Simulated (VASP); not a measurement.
# Pd (a cell with a defect) in VASP: single point with PBE

Aim: the single point of Pd (a cell with a defect) with PBE.

All numbers are computed with VASP 6.6.1; they aren't measurements. Logs are shortened: lines on timing, memory, paths and dates and some standing lists are left out, and cuts for length are marked.

## (1) The cell of the first run

The cell holds a defect, 7 atoms: a = 5.506 Å, b = 5.506 Å, c = 5.506 Å, α = 60.00°, β = 60.00°, γ = 60.00°.

## (2) Single point, PBE

Contents of INCAR:

```
SYSTEM = Pd
PREC = Accurate ; ENCUT = 520
EDIFF = 1E-7 ; ISMEAR = 0
SIGMA = 0.1 ; LREAL = .FALSE.
LASPH = .TRUE. ; NELM = 100
ALGO = Normal ; ISIF = 2
LWAVE = .FALSE. ; LCHARG = .FALSE.
GGA = PE ; NBANDS = 44
```

Contents of KPOINTS:

```
regular mesh
0
G
  2 2 2
  0 0 0
```

Contents of POSCAR:

```
Pd
1.0
    0.0000000000      3.8930000000      3.8930000000
    3.8930000000      0.0000000000      3.8930000000
    3.8930000000      3.8930000000      0.0000000000
Pd
7
Direct
    0.0000000000      0.0000000000      0.2500000000
    0.0115791164      0.5404956332     -0.0260373748
   -0.0115791164      0.4595043668      0.5260373748
    0.5404956332      0.0115791164     -0.0260373748
    0.4595043668     -0.0115791164      0.5260373748
    0.5000000000      0.5000000000      0.0117780632
    0.5000000000      0.5000000000      0.4882219368
```

Potentials or basis: VASP PAW PBE potentials, release 64 (Pd).

Started as:

```console
$ cat potpaw_PBE.64/Pd/POTCAR > POTCAR
$ mpirun -np 1 vasp_std > vasp.out
```

OUTCAR:

```text
SYSTEM = Pd
   PREC = Accurate
   ENCUT = 520
   EDIFF = 1E-7
   ISMEAR = 0
   LREAL = .FALSE.
   LASPH = .TRUE.
   NELM = 100
   ISIF = 2
   GGA = PE

 ion  position               nearest neighbor table
   1  0.000  0.000  0.250-   4 2.60   2 2.60   3 2.60   5 2.60   7 3.05   6 3.05   6 3.05   7 3.05

   2  0.012  0.540  0.974-   4 2.59   1 2.60   6 2.69   7 2.69   3 2.79   3 2.79   7 2.83   6 2.83
                             4 2.91
   3  0.988  0.460  0.526-   5 2.59   1 2.60   7 2.69   6 2.69   2 2.79   2 2.79   6 2.83   7 2.83
                             5 2.91
   4  0.540  0.012  0.974-   2 2.59   1 2.60   6 2.69   7 2.69   5 2.79   5 2.79   7 2.83   6 2.83
                             2 2.91
   5  0.460  0.988  0.526-   3 2.59   1 2.60   7 2.69   6 2.69   4 2.79   4 2.79   6 2.83   7 2.83
                             3 2.91
   6  0.500  0.500  0.012-   7 2.62   4 2.69   2 2.69   5 2.69   3 2.69   5 2.83   3 2.83   4 2.83
                             2 2.83   7 2.88   1 3.05   1 3.05
   7  0.500  0.500  0.488-   6 2.62   5 2.69   3 2.69   2 2.69   4 2.69   4 2.83   2 2.83   5 2.83
                             3 2.83   6 2.88   1 3.05   1 3.05

  LATTYP: Found a face centered cubic cell.
 ALAT       =     7.7860000000

  Lattice vectors:

 A1 = (   0.0000000000,   3.8930000000,   3.8930000000)
 A2 = (   3.8930000000,   0.0000000000,   3.8930000000)
 A3 = (   3.8930000000,   3.8930000000,   0.0000000000)

Analysis of symmetry for initial positions (statically):
=====================================================================
 Subroutine PRICEL returns:
 Original cell was already a primitive cell.

 Routine SETGRP: Setting up the symmetry group for a
 face centered cubic supercell.

 Subroutine GETGRP returns: Found  8 space group operations
 (whereof  4 operations were pure point group operations)
 out of a pool of 48 trial point group operations.

The static configuration has the point symmetry C_2v.
 The point group associated with its full space group is D_2h.

Analysis of symmetry for dynamics (positions and initial velocities):
=====================================================================
 Subroutine PRICEL returns:
 Original cell was already a primitive cell.

 Routine SETGRP: Setting up the symmetry group for a
 face centered cubic supercell.

 Subroutine GETGRP returns: Found  8 space group operations
 (whereof  4 operations were pure point group operations)
 out of a pool of 48 trial point group operations.

The dynamic configuration has the point symmetry C_2v.
 The point group associated with its full space group is D_2h.

 Subroutine INISYM returns: Found  8 space group operations
 (whereof  4 operations are pure point group operations),
 and found     1 'primitive' translations

----------------------------------------------------------------------------------------

                                     Primitive cell

  volume of cell :     118.0003

  direct lattice vectors                    reciprocal lattice vectors
     0.000000000  3.893000000  3.893000000    -0.128435654  0.128435654  0.128435654
     3.893000000  0.000000000  3.893000000     0.128435654 -0.128435654  0.128435654
     3.893000000  3.893000000  0.000000000     0.128435654  0.128435654 -0.128435654

  length of vectors
     5.505533398  5.505533398  5.505533398     0.222457078  0.222457078  0.222457078

  position of ions in fractional coordinates (direct lattice)
     0.000000000  0.000000000  0.250000000
     0.011579116  0.540495633  0.973962625
     0.988420884  0.459504367  0.526037375
     0.540495633  0.011579116  0.973962625
     0.459504367  0.988420884  0.526037375
     0.500000000  0.500000000  0.011778063
     0.500000000  0.500000000  0.488221937

  ion indices of the primitive-cell ions
   primitive index   ion index
                 1           1
                 2           2
                 3           3
                 4           4
                 5           5
                 6           6
                 7           7

----------------------------------------------------------------------------------------

 KPOINTS: regular mesh

Automatic generation of k-mesh.
 Grid dimensions read from file:
 generate k-points for:    2    2    2

 Generating k-lattice:

  Cartesian coordinates                     Fractional coordinates (reciprocal lattice)
    -0.064217827  0.064217827  0.064217827     0.500000000  0.000000000  0.000000000
     0.064217827 -0.064217827  0.064217827     0.000000000  0.500000000  0.000000000
     0.064217827  0.064217827 -0.064217827     0.000000000  0.000000000  0.500000000

  Length of vectors
     0.111228539  0.111228539  0.111228539

  Shift w.r.t. Gamma in fractional coordinates (k-lattice)
     0.000000000  0.000000000  0.000000000

 Subroutine IBZKPT returns following result:
 ===========================================

 Found      5 irreducible k-points:

 Following reciprocal coordinates:
            Coordinates               Weight
  0.000000  0.000000  0.000000      1.000000
  0.500000  0.000000  0.000000      2.000000
  0.000000  0.000000  0.500000      2.000000
  0.500000  0.500000  0.000000      1.000000
  0.000000  0.500000  0.500000      2.000000
   k-points           NKPTS =      5   k-points in BZ     NKDIM =      5   number of bands    NBANDS=     44
   number of dos      NEDOS =    301   number of ions     NIONS =      7
   total plane-waves  NPLWV =  74088
   dimension x,y,z NGX =    42 NGY =   42 NGZ =   42
   dimension x,y,z NGXF=    84 NGYF=   84 NGZF=   84
   ions per type =               7
   NGX,Y,Z   is equivalent  to a cutoff of  12.68, 12.68, 12.68 a.u.
   NGXF,Y,Z  is equivalent  to a cutoff of  25.36, 25.36, 25.36 a.u.
 SYSTEM =  Pd
   PREC   = accura    normal or accurate (medium, high low for compatibility)
   ISTART =      0    job   : 0-new  1-cont  2-samecut
   ICHARG =      2    charge: 1-file 2-atom 10-const
   ISPIN  =      1    spin polarized calculation?
   LNONCOLLINEAR =      F non collinear calculations
   LSORBIT =      F    spin-orbit coupling
   LASPH  =      T    aspherical Exc in radial PAW
   ENCUT  =  520.0 eV  38.22 Ry    6.18 a.u.  10.24 10.24 10.24*2*pi/ulx,y,z
   NELM   =    100;   NELMIN=  2; NELMDL= -5     # of ELM steps
   EDIFF  = 0.1E-06   stopping-criterion for ELM
   LREAL  =      F    real-space projection
   EDIFFG = 0.1E-05   stopping-criterion for IOM
   NSW    =      0    number of steps for IOM
   IBRION =     -1    ionic relax: 0-MD 1-quasi-New 2-CG
   NFREE  =      0    steps in history (QN), initial steepest desc. (CG)
   ISIF   =      2    stress and relaxation
   ISYM   =      2    0-nonsym 1-usesym 2-fastsym
   POTIM  = 0.5000    time-step for ionic-motion
   TEBEG  =    0.0;   TEEND  =   0.0 temperature during run
   PSTRESS=    0.0 pullay stress
   NELECT =      70.0000    total number of electrons
   NUPDOWN=      -1.0000    fix difference up-down
   EMIN   =  10.00;   EMAX   =-10.00  energy-range for DOS
   EFERMI =   0.00;   METHOD = LEGACY
   ISMEAR =     0;   SIGMA  =   0.10  broadening in eV -4-tet -1-fermi 0-gaus
   EFERMI_NEDOS =   21; number of points for ismear=-14 and -15
   IALGO  =     38    algorithm
   IMIX   =      4    mixing-type and parameters
     AMIX     =   0.40;   BMIX     =  1.00
     AMIX_MAG =   1.60;   BMIX_MAG =  1.00
  volume/ion in A,a.u.               =      16.86       113.76
  Fermi-wavevector in a.u.,A,eV,Ry     =   1.375561  2.599433 25.744500  1.892167
  Thomas-Fermi vector in A             =   2.500885
   LORBIT       =      0    0 simple, 1 ext, 2 COOP (PROOUT), +10 PAW based schemes
   GGA     = PE    functional components
   LHFCALC =     F    Hartree Fock is set to
   AEXX    =    0.0000 exact exchange contribution
   IVDW    =     0    specifies the selected vdW correction
   LEPSILON=     F    determine dielectric tensor
   LRPA    =     F    only Hartree local field effects (RPA)
 non-spin polarized calculation
 Gauss-broadening in eV      SIGMA  =   0.10
  energy-cutoff  :      520.00
  volume of cell :      118.00
 maximum number of plane-waves:      3218
 NGX is ok and might be reduce to    42
   NGX = 21   NGY = 21   NGZ = 21

 number of electron      70.0000000 magnetization

 Free energy of the ion-electron system (eV)
  ---------------------------------------------------
  ext. energy  EPLUGINS =         0.00000000
  ---------------------------------------------------
  free energy    TOTEN  =       -35.96914674 eV

  energy without entropy =      -35.84619533  energy(sigma->0) =      -35.90767104

 E-fermi :   7.8981     XC(G=0): -12.2707

 val. band max:        7.8980202815   @ k =   0.0000   0.0000   0.0000
 cond. band min:       7.9100445451   @ k =   0.5000   0.0000   0.0000
 fundamental gap:      0.0120242636
 Fermi energy:         7.8981196062

 k-point     1 :       0.0000    0.0000    0.0000
  band No.  band energies     occupation
      1       1.3909      2.00000
      2       2.6805      2.00000
      3       2.8834      2.00000
      4       3.0129      2.00000
      5       3.1979      2.00000
      6       3.4782      2.00000
[... 36 lines left out ...]
     43      13.3059      0.00000
     44      14.0384      0.00000

 k-point     2 :       0.5000    0.0000    0.0000
  band No.  band energies     occupation
      1       2.6117      2.00000
      2       3.1512      2.00000
      3       3.4306      2.00000
      4       3.4406      2.00000
      5       3.6077      2.00000
      6       3.8402      2.00000
[... 36 lines left out ...]
     43      13.0414      0.00000
     44      15.6394      0.00000

 k-point     3 :       0.0000    0.0000    0.5000
  band No.  band energies     occupation
      1       2.8723      2.00000
      2       2.8937      2.00000
      3       3.5220      2.00000
      4       3.6073      2.00000
      5       3.7967      2.00000
      6       3.9274      2.00000
[... 36 lines left out ...]
     43      12.6614      0.00000
     44      16.5947      0.00000

 k-point     4 :       0.5000    0.5000    0.0000
  band No.  band energies     occupation
      1       3.2736      2.00000
      2       3.2818      2.00000
      3       3.6444      2.00000
      4       3.6633      2.00000
      5       4.0304      2.00000
      6       4.0644      2.00000
[... 36 lines left out ...]
     43      16.1792      0.00000
     44      17.1589      0.00000

 k-point     5 :       0.0000    0.5000    0.5000
  band No.  band energies     occupation
      1       3.3648      2.00000
      2       3.3976      2.00000
      3       3.7576      2.00000
      4       3.8137      2.00000
      5       4.0936      2.00000
      6       4.0944      2.00000
[... 36 lines left out ...]
     43      16.8074      0.00000
     44      17.3726      0.00000

------------------------ aborting loop because EDIFF is reached ----------------------------------------

  FORCE on cell =-STRESS in cart. coord.  units (eV):
  Direction    XX          YY          ZZ          XY          YZ          ZX
  --------------------------------------------------------------------------------------
  -------------------------------------------------------------------------------------
  Total       -3.2578549     -3.2578549     -0.3904214     -0.9342705      0.0000000      0.0000000
  in kB      -44.2342948    -44.2342948     -5.3010390    -12.6852784      0.0000000      0.0000000
  external PRESSURE =     -31.2565428 kB  Pullay stress =       0.0000000 kB

 VOLUME and BASIS-vectors are now :
 -----------------------------------------------------------------------------
  energy-cutoff  :      520.00
  volume of cell :      118.00
      direct lattice vectors                 reciprocal lattice vectors
     0.000000000  3.893000000  3.893000000    -0.128435654  0.128435654  0.128435654
     3.893000000  0.000000000  3.893000000     0.128435654 -0.128435654  0.128435654
     3.893000000  3.893000000  0.000000000     0.128435654  0.128435654 -0.128435654

 POSITION                                       TOTAL-FORCE (eV/Angst)
 -----------------------------------------------------------------------------------
      0.97325      0.97325      0.00000         0.000000     -0.000000      0.000000
      5.89579      3.83671      2.14923        -0.000641      0.000641      0.005386
      3.83671      5.89579      5.63677         0.000641     -0.000641     -0.005386
      3.83671      5.89579      2.14923         0.000641     -0.000641      0.005386
      5.89579      3.83671      5.63677        -0.000641      0.000641     -0.005386
      1.99235      1.99235      3.89300         0.000744      0.000744      0.000000
      3.84715      3.84715      3.89300        -0.000744     -0.000744      0.000000
 -----------------------------------------------------------------------------------
    total drift:                               -0.000000     -0.000000      0.000000

  FREE ENERGIE OF THE ION-ELECTRON SYSTEM (eV)
  ---------------------------------------------------
  free  energy   TOTEN  =       -35.9691467412 eV

  energy  without entropy=      -35.8461953341  energy(sigma->0) =      -35.90767104
```

Wall time 24 s (1 thread of Intel Xeon 6975P-C (Granite Rapids), shared host); peak memory 0.24 GiB.

Results:

| Quantity | Value |
| --- | --- |
| Free energy | -35.9691 eV |
| Pressure | -3.1 GPa |
| Largest force | 0.005 eV/Å |
| Band gap on the k mesh | zero (band 35 reaches 8.07 eV, above the bottom of band 36 at 7.82 eV) |

Forces in eV/Å, atoms in the order of the input:
```
Pd   0.000  0.000  0.000
Pd  -0.001  0.001  0.005
Pd   0.001 -0.001 -0.005
Pd   0.001 -0.001  0.005
Pd  -0.001  0.001 -0.005
Pd   0.001  0.001  0.000
Pd  -0.001 -0.001  0.000
```

Stress tensor (GPa, compression positive):
```
-4.42 -1.27  0.00
-1.27 -4.42  0.00
 0.00  0.00 -0.53
```

Levels at points of the mesh, in eV from the Fermi level:
```
           k point  band 31  band 32  band 33  band 34  band 35  band 36  band 37  band 38  band 39  band 40
(0.00, 0.00, 0.00)    -0.01     0.00     0.00     0.12     0.17     0.34     1.66     2.06     2.29     2.79
(0.50, 0.00, 0.00)    -0.64    -0.46    -0.35    -0.08     0.01     0.02     0.02     2.79     2.82     3.59
(0.00, 0.00, 0.50)    -0.88    -0.68    -0.47    -0.25    -0.07    -0.01     0.23     2.87     3.26     3.47
(0.50, 0.50, 0.00)    -1.18    -0.53    -0.48    -0.45    -0.27     0.09     0.41     1.71     1.86     2.56
(0.00, 0.50, 0.50)    -0.91    -0.83    -0.68    -0.52    -0.47    -0.08     0.02     1.92     2.13     2.31
```

Caveat: the k points lie up to 0.70 Å⁻¹ apart.
